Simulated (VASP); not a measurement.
Wanted: the native input for a VASP 6.6.1 run.

```
Task                   : single point
Functional             : PBE
Potentials or basis    : VASP PAW PBE potentials, release 64 (Ta_pv, Ag)
Cutoff                 : 520 eV
k mesh                 : 12 × 12 × 16
Occupations            : gaussian, width 0.1 eV
Spin                   : no spin polarisation
Dipole correction      : no
Further INCAR settings : ALGO = Fast; EDIFF = 1e-07; NBANDS = 24
```

The structure of Ta2Ag lies in POSCAR:

```
Ta2Ag
1.0
    4.8002261399      0.0000000000      0.0000000000
   -2.4001130700      4.1571177811      0.0000000000
    0.0000000000      0.0000000000      2.7635560506
Ta Ag
2 1
Direct
    0.3333333333      0.6666666667      0.5000000000
    0.6666666667      0.3333333333      0.5000000000
    0.0000000000      0.0000000000      0.0000000000
```

The input as run:

INCAR

```
PREC     = Accurate       # precision mode
ENCUT    = 520            # plane-wave cutoff, eV
EDIFF    = 1E-7           # SCF threshold, eV
ISMEAR   = 0              # smearing method
SIGMA    = 0.1            # smearing width, eV
LREAL    = False          # projectors in reciprocal space
LASPH    = True           # aspherical terms in the spheres
NELM     = 100            # most SCF steps
ALGO     = Fast           # electronic algorithm
ISIF     = 2              # what is computed and relaxed
LWAVE    = False          # write WAVECAR
LCHARG   = True           # write CHGCAR
GGA      = PE             # functional
LELF     = True           # ELF
LVHAR    = True         
NBANDS   = 24             # bands
```

KPOINTS

```
Automatic mesh
0
Gamma
  12 12 16
```

Potentials or basis: VASP PAW PBE potentials, release 64 (Ta_pv, Ag).

Launch:

```console
$ cat potpaw_PBE.64/Ta_pv/POTCAR potpaw_PBE.64/Ag/POTCAR > POTCAR
$ mpirun -np 1 vasp_std > vasp.out
```

It gave:

- Pressure: 0.0 GPa
- Band gap on the k mesh: zero (an odd number of electrons rules out a gap without spin polarisation)

Caveat: spin-orbit coupling is left out, which moves the levels of the heavy elements.

It took 2.4 min on 1 thread of Intel(R) Xeon(R) 6975P-C (Granite Rapids) (shared host), peak memory 0.33 GiB.
